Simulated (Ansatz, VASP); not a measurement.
## One calculation of La, two programs

```
La
1.0
     0.00000    2.64480    2.64480
     2.64480    0.00000    2.64480
     2.64480    2.64480    0.00000
La
1
Direct
  0.00000 0.00000 0.00000
```

Alike in both runs: task single point; functional PBE; k mesh 4 × 4 × 4; occupations fermi-dirac, width 0.15 eV; non-collinear spin, spin-orbit coupling.

```csv
,VASP,Ansatz
version,VASP 6.6.1,Ansatz 0.2.0 development build
potentials or method,"VASP PAW PBE potentials, release 64 (La)","plane waves, PAW datasets (generated hard set"
plane-wave cutoff (eV),520,700
valence electrons in the cell,11,21
```

```tsv
	VASP	Ansatz	Ansatz less VASP
net moment per atom (μB)	0.00	0.00	0.000
```

VASP's potentials hold 11 valence electrons a cell and Ansatz's 21, so a difference there can come from the potentials and not from the codes. Ansatz's warnings: stress scf threshold loose.

The k mesh is coarse, so the values compare programs but aren't converged.
